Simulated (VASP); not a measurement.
**Ti2C: single point with PBEsol**

Ti2C:

```
CELL_PARAMETERS angstrom
0.00000 4.31250 4.31250
4.31250 0.00000 4.31250
4.31250 4.31250 0.00000
ATOMIC_POSITIONS crystal
Ti 0.85681 0.38106 0.38106
Ti 0.38106 0.38106 0.38106
Ti 0.38106 0.38106 0.85681
Ti 0.86894 0.39319 0.86894
Ti 0.86894 0.86894 0.86894
Ti 0.39319 0.86894 0.86894
Ti 0.86894 0.86894 0.39319
Ti 0.38106 0.85681 0.38106
C 0.62500 0.62500 0.62500
C 0.12500 0.62500 0.62500
C 0.62500 0.62500 0.12500
C 0.62500 0.12500 0.62500
```

```json
{
 "Program": "VASP 6.6.1",
 "Task": "single point",
 "Functional": "PBEsol",
 "Potentials or basis": "VASP PAW PBE potentials, release 64 (Ti_sv, C)",
 "Cutoff": "520 eV",
 "k mesh": "4 × 4 × 4",
 "Occupations": "gaussian, width 0.1 eV",
 "Spin": "no spin polarisation"
}
```

```
Pressure               : -4.5 GPa
Largest force          : 0.223 eV/Å
Band gap on the k mesh : zero (band 56 reaches 8.32 eV, above the bottom of band 57 at 8.17 eV)
```

Forces in eV/Å, atoms in the order of the input:
```
Ti   0.129 -0.129 -0.129
Ti   0.129  0.129  0.129
Ti  -0.129 -0.129  0.129
Ti   0.129 -0.129  0.129
Ti  -0.129 -0.129 -0.129
Ti  -0.129  0.129  0.129
Ti   0.129  0.129 -0.129
Ti  -0.129  0.129 -0.129
C    0.000  0.000  0.000
C    0.000  0.000  0.000
C    0.000  0.000  0.000
C    0.000  0.000  0.000
```

Levels at points of the mesh, in eV from the Fermi level:
| k point | band 52 | band 53 | band 54 | band 55 | band 56 | band 57 | band 58 | band 59 | band 60 | band 61 |
| --- | --- | --- | --- | --- | --- | --- | --- | --- | --- | --- |
| (0.00, 0.00, 0.00) | -1.64 | -0.74 | -0.74 | -0.74 | 0.22 | 0.63 | 0.63 | 0.63 | 1.07 | 1.07 |
| (0.50, 0.00, 0.00) | -0.90 | -0.88 | -0.78 | -0.78 | -0.33 | 0.27 | 0.69 | 0.69 | 0.70 | 0.70 |
| (0.50, 0.50, 0.00) | -0.81 | -0.69 | -0.69 | -0.56 | -0.56 | 0.27 | 0.27 | 0.40 | 0.40 | 0.56 |

It took 2.5 min on 1 thread of AMD EPYC 7R13 Processor (Zen 3), with other jobs on the host, peak memory 0.3 GiB.

Caveat: the PAW data sets were made with another functional, which shifts forces and pressure a little.
